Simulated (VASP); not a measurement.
Wanted: the native input for a VASP 6.6.1 run.

```yaml
Task: single point
Functional: PBE
Potentials_or_basis: VASP PAW PBE potentials, release 64 (Ti_sv, Sn_d, Te)
Cutoff: 520 eV
k_mesh: 4 × 4 × 4
Occupations: gaussian, width 0.1 eV
Spin: no spin polarisation
Dipole_correction: no
Further_INCAR_settings: ALGO = Normal; EDIFF = 1e-06; NBANDS = 30
```

The structure of TiSnTe3 lies in POSCAR:

```
TiSnTe3
1.0
    5.0247071400      0.0000000000      0.0000000000
    0.0000000000      5.0247071400      0.0000000000
    0.0000000000      0.0000000000      6.8831629400
Ti Sn Te
1 1 3
Direct
    0.5000000000      0.5000000000      0.8655555900
    0.0000000000      0.0000000000      0.7514637200
    0.0000000000      0.5000000000      0.6358629100
    0.5000000000      0.0000000000      0.6358629100
    0.0000000000      0.0000000000      0.2557646100
```

The cell was generated, and may not be a known phase.

The input as run:

INCAR

```
PREC     = Accurate       # precision mode
ENCUT    = 520            # plane-wave cutoff, eV
EDIFF    = 1E-6           # SCF threshold, eV
ISMEAR   = 0              # smearing method
SIGMA    = 0.1            # smearing width, eV
LREAL    = F              # projectors in reciprocal space
LASPH    = T              # aspherical terms in the spheres
NELM     = 80             # most SCF steps
ALGO     = Normal         # electronic algorithm
ISIF     = 2              # what is computed and relaxed
LWAVE    = F              # write WAVECAR
LCHARG   = T              # write CHGCAR
GGA      = PE             # functional
LELF     = T              # ELF
LVHAR    = T            
NBANDS   = 30             # bands
```

KPOINTS

```
regular mesh
0
Gamma
  4 4 4
```

Potentials or basis: VASP PAW PBE potentials, release 64 (Ti_sv, Sn_d, Te).

Run with:

```bash
$ cat potpaw_PBE.64/Ti_sv/POTCAR potpaw_PBE.64/Sn_d/POTCAR potpaw_PBE.64/Te/POTCAR > POTCAR
$ mpirun -np 1 vasp_std > vasp.out
```

It gave:

```json
{
  "Pressure": "6.1 GPa",
  "Largest force": "3.677 eV/Å",
  "Band gap on the k mesh": "zero (bands 22 and 23 overlap by 0.28 eV)"
}
```

Caveat: the stress differs along the axes, from -4 to 11 GPa; spin-orbit coupling is left out, which moves the levels of the heavy elements; forces of over 1 eV/Å act on the atoms, so gaps and moduli don't describe the material at rest.

It took 2.4 min on 1 thread of Intel(R) Xeon(R) Platinum 8259CL CPU @ 2.50GHz (Skylake/Cascade Lake), on a shared host, peak memory 0.33 GiB.
